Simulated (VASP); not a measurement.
# NaSr7Ti8O23 (a cell with a defect) in VASP: single point with PBEsol

Aim: the single point of NaSr7Ti8O23 (a cell with a defect) with PBEsol.

Everything below comes from runs of VASP 6.6.1. Logs are shortened: lines on timing, memory, paths and dates and some standing lists are left out, and cuts for length are marked.

## (1) The cell of the first run

The cell holds a defect, 39 atoms: a = 7.783 Å, b = 7.783 Å, c = 7.783 Å, α = 90.00°, β = 90.00°, γ = 90.00°.

## (2) Single point, PBEsol

File INCAR:

```
ALGO = Normal
EDIFF = 1E-6
ENCUT = 520
GGA = PS
ISIF = 2
ISMEAR = -1
ISYM = 0
LASPH = T
LCHARG = F
LREAL = Auto
LWAVE = F
NBANDS = 180
NELECT = 310.0
NELM = 100
PREC = Accurate
SIGMA = 0.05
```

File KPOINTS:

```
Automatic mesh
0
Gamma
  1 1 1
  0.25 0.25 0.25
```

File POSCAR:

```
NaSr7Ti8O23
1.0
    7.7828210000      0.0000000000      0.0000000000
    0.0000000000      7.7828210000      0.0000000000
    0.0000000000      0.0000000000      7.7828210000
Sr Na Ti O
7 1 8 23
Direct
    0.9887520000      0.9884990000      0.9961090000
    0.9889770000      0.9890630000      0.4973800000
    0.9872300000      0.5049750000      0.9981050000
    0.9822980000      0.5016680000      0.4975590000
    0.5048870000      0.9870950000      0.9982610000
    0.5020370000      0.9820610000      0.4975790000
    0.5065770000      0.5068220000      0.9993860000
    0.5118200000      0.5111310000      0.4931410000
    0.2505950000      0.2501230000      0.2688160000
    0.2500380000      0.2495740000      0.7322400000
    0.2458070000      0.7426740000      0.2412590000
    0.2462970000      0.7396340000      0.7469990000
    0.7426310000      0.2456940000      0.2411560000
    0.7396710000      0.2461680000      0.7469690000
    0.7431870000      0.7430570000      0.2494070000
    0.7429270000      0.7427910000      0.7453090000
    0.2654060000      0.2625130000      0.5008480000
    0.2530610000      0.7619670000      0.0022900000
    0.2490000000      0.7472440000      0.5031010000
    0.7638620000      0.2518340000      0.0022710000
    0.7458100000      0.2496880000      0.5030520000
    0.7510890000      0.7515820000      0.0024750000
    0.7557150000      0.7546220000      0.5018820000
    0.0092340000      0.2514260000      0.2453780000
    0.0110070000      0.2541630000      0.7603380000
    0.0024190000      0.7512180000      0.2527610000
    0.0028910000      0.7516110000      0.7528100000
    0.4942020000      0.2495450000      0.2160500000
    0.4963540000      0.2508020000      0.7848450000
    0.5008410000      0.7526550000      0.2527280000
    0.5015260000      0.7548980000      0.7523590000
    0.2527550000      0.0088740000      0.2435070000
    0.2537030000      0.0108940000      0.7626330000
    0.2488420000      0.4938000000      0.2175040000
    0.2513550000      0.4960950000      0.7836210000
    0.7504270000      0.0021840000      0.2536420000
    0.7522280000      0.0027110000      0.7519070000
    0.7539110000      0.5005780000      0.2517920000
    0.7545040000      0.5013890000      0.7532130000
```

Potentials or basis: VASP PAW PBE potentials, release 64 (Sr_sv, Na_pv, Ti_sv, O).

Launch:

```
$ cat potpaw_PBE.64/Sr_sv/POTCAR potpaw_PBE.64/Na_pv/POTCAR potpaw_PBE.64/Ti_sv/POTCAR potpaw_PBE.64/O/POTCAR > POTCAR
$ mpirun -np 1 vasp_std > vasp.out
```

OUTCAR:

```text
EDIFF = 1E-6
   ENCUT = 520
   GGA = PS
   ISIF = 2
   ISMEAR = -1
   ISYM = 0
   LASPH = T
   LREAL = Auto
   NELECT = 310.0
   NELM = 100
   PREC = Accurate

 ion  position               nearest neighbor table
   1  0.989  0.988  0.996-  22 2.61  27 2.65  37 2.65  20 2.70  18 2.71  26 2.72  36 2.73  33 2.75
                            25 2.77  32 2.82  24 2.82  16 3.34  15 3.34  11 3.36  13 3.36  12 3.40
   2  0.989  0.989  0.497-  23 2.57  36 2.66  26 2.66  37 2.71  27 2.72  19 2.76  21 2.77  24 2.84
                            32 2.85  25 2.91  33 2.92  17 3.03  15 3.32  16 3.33   9 3.38  14 3.40
   3  0.987  0.505  0.998-  20 2.63  39 2.63  35 2.65  22 2.66  34 2.66  38 2.68  25 2.70  27 2.71
                            26 2.76  24 2.76  18 2.88  15 3.30  16 3.30  11 3.32  12 3.35  13 3.36
   4  0.982  0.502  0.498-  38 2.61  23 2.64  39 2.66  21 2.69  26 2.73  24 2.77  27 2.78  25 2.82
                            19 2.82  17 2.88  34 3.01  35 3.06  16 3.27  15 3.27  14 3.36   9 3.37
   5  0.505  0.987  0.998-  18 2.63  31 2.63  29 2.64  22 2.65  28 2.66  33 2.69  30 2.69  37 2.72
                            32 2.74  36 2.76  20 2.88  15 3.30  16 3.31  13 3.32  14 3.35  11 3.36
   6  0.502  0.982  0.498-  30 2.61  23 2.65  31 2.66  19 2.69  36 2.71  32 2.78  37 2.78  21 2.82
                            33 2.84  17 2.86  28 3.02  29 3.06  16 3.27  15 3.27  12 3.36   9 3.37
   7  0.507  0.507  0.999-  29 2.60  35 2.60  28 2.62  34 2.63  22 2.69  39 2.72  31 2.72  30 2.75
                            38 2.75  18 2.80  20 2.82  15 3.25  16 3.27  11 3.32  13 3.32  12 3.35
   8  0.512  0.511  0.493-   4 3.66   6 3.67   7 3.84   7 3.94
   9  0.251  0.250  0.269-  17 1.81  24 1.89  32 1.89  34 1.94  28 1.94   6 3.37   4 3.37   2 3.38
                             7 3.52   5 3.54   3 3.55   1 3.58
  10  0.250  0.250  0.732-  17 1.81  33 1.87  25 1.87  35 1.96  29 1.96   6 3.39   4 3.40   2 3.40
                             7 3.51   5 3.52   3 3.52   1 3.53
  11  0.246  0.743  0.241-  18 1.87  26 1.90  34 1.95  30 1.99  19 2.04  32 2.07   7 3.32   3 3.32
                             5 3.36   1 3.36   6 3.38   2 3.41   4 3.42
  12  0.246  0.740  0.747-  27 1.90  19 1.90  35 1.92  31 1.99  18 2.00  33 2.12   3 3.35   7 3.35
                             6 3.36   4 3.38   1 3.40   2 3.40   5 3.40
  13  0.743  0.246  0.241-  20 1.87  36 1.90  28 1.94  38 1.99  21 2.04  24 2.08   7 3.32   5 3.32
                             3 3.36   1 3.36   4 3.38   2 3.41   6 3.42
  14  0.740  0.246  0.747-  37 1.90  21 1.90  29 1.92  39 1.99  20 2.00  25 2.12   5 3.35   7 3.36
                             4 3.36   6 3.38   1 3.40   2 3.40   3 3.40
  15  0.743  0.743  0.249-  30 1.89  38 1.89  22 1.92  23 1.97  36 2.02  26 2.02   7 3.25   6 3.27
                             4 3.27   3 3.30   5 3.30   2 3.32   1 3.34
  16  0.743  0.743  0.745-  31 1.88  39 1.88  23 1.90  22 2.00  37 2.02  27 2.03   7 3.27   6 3.27
                             4 3.27   3 3.30   5 3.31   2 3.33   1 3.34
  17  0.265  0.263  0.501-  10 1.81   9 1.81   6 2.86   4 2.88   2 3.03
  18  0.253  0.762  0.002-  11 1.87  12 2.00   5 2.63   1 2.71   7 2.80   3 2.88
  19  0.249  0.747  0.503-  12 1.90  11 2.04   6 2.69   2 2.76   4 2.82
  20  0.764  0.252  0.002-  13 1.87  14 2.00   3 2.63   1 2.70   7 2.82   5 2.88
  21  0.746  0.250  0.503-  14 1.90  13 2.04   4 2.69   2 2.77   6 2.82
[... 4 lines left out ...]
  26  0.002  0.751  0.253-  11 1.90  15 2.02   2 2.66   1 2.72   4 2.73   3 2.76
  27  0.003  0.752  0.753-  12 1.90  16 2.03   1 2.65   3 2.71   2 2.72   4 2.78
  28  0.494  0.250  0.216-   9 1.94  13 1.94   7 2.62   5 2.66   6 3.02
  29  0.496  0.251  0.785-  14 1.92  10 1.96   7 2.60   5 2.64   6 3.06
  30  0.501  0.753  0.253-  15 1.89  11 1.99   6 2.61   5 2.69   7 2.75
  31  0.502  0.755  0.752-  16 1.88  12 1.99   5 2.63   6 2.66   7 2.72
  32  0.253  0.009  0.244-   9 1.89  11 2.07   5 2.74   6 2.78   1 2.82   2 2.85
  33  0.254  0.011  0.763-  10 1.87  12 2.12   5 2.69   1 2.75   6 2.84   2 2.92
  34  0.249  0.494  0.218-   9 1.94  11 1.95   7 2.63   3 2.66   4 3.01
  35  0.251  0.496  0.784-  12 1.92  10 1.96   7 2.60   3 2.65   4 3.06
  36  0.750  0.002  0.254-  13 1.90  15 2.02   2 2.66   6 2.71   1 2.73   5 2.76
  37  0.752  0.003  0.752-  14 1.90  16 2.02   1 2.65   2 2.71   5 2.72   6 2.78
  38  0.754  0.501  0.252-  15 1.89  13 1.99   4 2.61   3 2.68   7 2.75
  39  0.755  0.501  0.753-  16 1.88  14 1.99   3 2.63   4 2.66   7 2.72

IMPORTANT INFORMATION: All symmetrisations will be switched off!
NOSYMM: (Re-)initialisation of all symmetry stuff for point group C_1.

----------------------------------------------------------------------------------------

                                     Primitive cell

  volume of cell :     471.4234

  direct lattice vectors                    reciprocal lattice vectors
     7.782821000  0.000000000  0.000000000     0.128488115  0.000000000  0.000000000
     0.000000000  7.782821000  0.000000000     0.000000000  0.128488115  0.000000000
     0.000000000  0.000000000  7.782821000     0.000000000  0.000000000  0.128488115

  length of vectors
     7.782821000  7.782821000  7.782821000     0.128488115  0.128488115  0.128488115

  position of ions in fractional coordinates (direct lattice)
     0.988752000  0.988499000  0.996109000
     0.988977000  0.989063000  0.497380000
     0.987230000  0.504975000  0.998105000
     0.982298000  0.501668000  0.497559000
     0.504887000  0.987095000  0.998261000
     0.502037000  0.982061000  0.497579000
[... 31 lines left out ...]
     0.753911000  0.500578000  0.251792000
[... 66 lines left out ...]
 ===========================================

 Found      4 irreducible k-points:

 Following reciprocal coordinates:
            Coordinates               Weight
  0.250000  0.250000  0.250000      2.000000
 -0.250000  0.250000  0.250000      2.000000
 -0.250000 -0.250000  0.250000      2.000000
  0.250000 -0.250000  0.250000      2.000000
   k-points           NKPTS =      4   k-points in BZ     NKDIM =      4   number of bands    NBANDS=    180
   number of dos      NEDOS =    301   number of ions     NIONS =     39
   total plane-waves  NPLWV = 216000
   dimension x,y,z NGX =    60 NGY =   60 NGZ =   60
   dimension x,y,z NGXF=   120 NGYF=  120 NGZF=  120
   ions per type =               7   1   8  23
   NGX,Y,Z   is equivalent  to a cutoff of  12.82, 12.82, 12.82 a.u.
   NGXF,Y,Z  is equivalent  to a cutoff of  25.63, 25.63, 25.63 a.u.
 SYSTEM =  unknown system
   PREC   = accura    normal or accurate (medium, high low for compatibility)
   ISTART =      0    job   : 0-new  1-cont  2-samecut
   ICHARG =      2    charge: 1-file 2-atom 10-const
   ISPIN  =      1    spin polarized calculation?
   LNONCOLLINEAR =      F non collinear calculations
   LSORBIT =      F    spin-orbit coupling
   LASPH  =      T    aspherical Exc in radial PAW
   ENCUT  =  520.0 eV  38.22 Ry    6.18 a.u.  14.47 14.47 14.47*2*pi/ulx,y,z
   NELM   =    100;   NELMIN=  2; NELMDL= -5     # of ELM steps
   EDIFF  = 0.1E-05   stopping-criterion for ELM
   LREAL  =      T    real-space projection
   EDIFFG = 0.1E-04   stopping-criterion for IOM
   NSW    =      0    number of steps for IOM
   IBRION =     -1    ionic relax: 0-MD 1-quasi-New 2-CG
   NFREE  =      0    steps in history (QN), initial steepest desc. (CG)
   ISIF   =      2    stress and relaxation
   ISYM   =      0    0-nonsym 1-usesym 2-fastsym
   POTIM  = 0.5000    time-step for ionic-motion
   TEBEG  =    0.0;   TEEND  =   0.0 temperature during run
   PSTRESS=    0.0 pullay stress
   NELECT =     310.0000    total number of electrons
   NUPDOWN=      -1.0000    fix difference up-down
   EMIN   =  10.00;   EMAX   =-10.00  energy-range for DOS
   EFERMI =   0.00;   METHOD = LEGACY
   ISMEAR =    -1;   SIGMA  =   0.05  broadening in eV -4-tet -1-fermi 0-gaus
   EFERMI_NEDOS =   21; number of points for ismear=-14 and -15
   IALGO  =     38    algorithm
   IMIX   =      4    mixing-type and parameters
     AMIX     =   0.40;   BMIX     =  1.00
     AMIX_MAG =   1.60;   BMIX_MAG =  1.00
  volume/ion in A,a.u.               =      12.09        81.57
  Fermi-wavevector in a.u.,A,eV,Ry     =   1.423612  2.690237 27.574541  2.026672
  Thomas-Fermi vector in A             =   2.544191
   LORBIT       =      0    0 simple, 1 ext, 2 COOP (PROOUT), +10 PAW based schemes
   GGA     = PS    functional components
   LHFCALC =     F    Hartree Fock is set to
   AEXX    =    0.0000 exact exchange contribution
   IVDW    =     0    specifies the selected vdW correction
   LEPSILON=     F    determine dielectric tensor
   LRPA    =     F    only Hartree local field effects (RPA)
 non-spin polarized calculation
  energy-cutoff  :      520.00
  volume of cell :      471.42
 maximum number of plane-waves:     12704
 NGX is ok and might be reduce to    60
   NGX = 29   NGY = 29   NGZ = 29

 number of electron     309.9999988 magnetization

 Free energy of the ion-electron system (eV)
  ---------------------------------------------------
  ext. energy  EPLUGINS =         0.00000000
  ---------------------------------------------------
  free energy    TOTEN  =      -329.03271217 eV

  energy without entropy =     -329.03271216  energy(sigma->0) =     -329.03271217

 E-fermi :   4.8521     XC(G=0): -11.3000

 val. band max:        3.6137211733   @ k =   0.2500   0.2500   0.2500
 cond. band min:       6.2273463948   @ k =  -0.2500  -0.2500   0.2500
 fundamental gap:      2.6136252215
 Fermi energy:         4.8520778073

 k-point     1 :       0.2500    0.2500    0.2500
  band No.  band energies     occupation
      1     -52.4621      2.00000
      2     -52.4573      2.00000
      3     -52.3713      2.00000
      4     -52.3697      2.00000
      5     -52.3658      2.00000
      6     -52.3639      2.00000
[... 669 lines left out ...]
    166       7.4057      0.00000
    167       7.4136      0.00000
 [bands above 167 left out]

------------------------ aborting loop because EDIFF is reached ----------------------------------------

  FORCE on cell =-STRESS in cart. coord.  units (eV):
  Direction    XX          YY          ZZ          XY          YZ          ZX
  --------------------------------------------------------------------------------------
  -------------------------------------------------------------------------------------
  Total       -8.6225855     -8.6070123     -6.7278915      0.1819143      0.3138226      0.3278646
  in kB      -29.3046787    -29.2517518    -22.8653806      0.6182531      1.0665562      1.1142792
  external PRESSURE =     -27.1406037 kB  Pullay stress =       0.0000000 kB

 VOLUME and BASIS-vectors are now :
 -----------------------------------------------------------------------------
  energy-cutoff  :      520.00
  volume of cell :      471.42
      direct lattice vectors                 reciprocal lattice vectors
     7.782821000  0.000000000  0.000000000     0.128488115  0.000000000  0.000000000
     0.000000000  7.782821000  0.000000000     0.000000000  0.128488115  0.000000000
     0.000000000  0.000000000  7.782821000     0.000000000  0.000000000  0.128488115

 POSITION                                       TOTAL-FORCE (eV/Angst)
 -----------------------------------------------------------------------------------
      7.69528      7.69331      7.75254         0.024440      0.026469      0.035295
      7.69703      7.69770      3.87102         0.032551      0.031671      0.007848
      7.68343      3.93013      7.76807         0.015615     -0.005420      0.003695
      7.64505      3.90439      3.87241         0.028601      0.008516      0.004244
      3.92945      7.68238      7.76929        -0.000693      0.015422      0.002253
      3.90726      7.64320      3.87257         0.010365      0.027396      0.003891
[... 31 lines left out ...]
      5.86755      3.89591      1.95965        -0.031389     -0.057007     -0.010877
      5.87217      3.90222      5.86212        -0.022325     -0.064137     -0.040110
 -----------------------------------------------------------------------------------
    total drift:                               -0.015707      0.007036      0.017480

  FREE ENERGIE OF THE ION-ELECTRON SYSTEM (eV)
  ---------------------------------------------------
  free  energy   TOTEN  =      -329.0327121650 eV

  energy  without entropy=     -329.0327121650  energy(sigma->0) =     -329.03271217
```

Wall time 6.2 min (1 thread of Intel Xeon 6975P-C (Granite Rapids), shared host); peak memory 0.63 GiB.

Results:

| Quantity | Value |
| --- | --- |
| Free energy | -329.0327 eV |
| Largest force | 0.180 eV/Å |

Forces in eV/Å, atoms in the order of the input:
```
Sr   0.024  0.026  0.035
Sr   0.033  0.032  0.008
Sr   0.016 -0.005  0.004
Sr   0.029  0.009  0.004
Sr  -0.001  0.015  0.002
Sr   0.010  0.027  0.004
Sr   0.016  0.014 -0.021
Na  -0.005 -0.004  0.006
Ti   0.043  0.053 -0.064
Ti   0.078  0.086  0.074
Ti   0.086  0.023  0.094
Ti   0.100  0.077  0.042
Ti   0.030  0.086  0.090
Ti   0.079  0.098  0.038
Ti   0.079  0.074  0.084
Ti   0.102  0.102  0.107
O    0.003 -0.002  0.008
O   -0.030 -0.006 -0.060
O   -0.029 -0.010 -0.038
O   -0.010 -0.025 -0.063
O   -0.011 -0.028 -0.041
O   -0.016 -0.017 -0.050
O   -0.029 -0.031 -0.063
O   -0.023 -0.024 -0.017
O   -0.076 -0.033 -0.012
O   -0.058 -0.027 -0.027
O   -0.062 -0.024 -0.027
O    0.007 -0.014  0.018
O   -0.055 -0.028  0.019
O   -0.060 -0.032 -0.010
O   -0.063 -0.024 -0.041
O   -0.028 -0.021 -0.019
O   -0.032 -0.079 -0.018
O   -0.012  0.011  0.013
O   -0.031 -0.057  0.023
O   -0.025 -0.058 -0.026
O   -0.026 -0.060 -0.027
O   -0.031 -0.057 -0.011
O   -0.022 -0.064 -0.040
```

Caveat: the k points lie up to 0.81 Å⁻¹ apart; the cell carries a net charge on a neutralising background, which shifts energy and pressure; the cell is charged against a uniform background, so pressure and absolute levels hang on convention; the PAW data sets were made with another functional, which shifts forces and pressure a little.
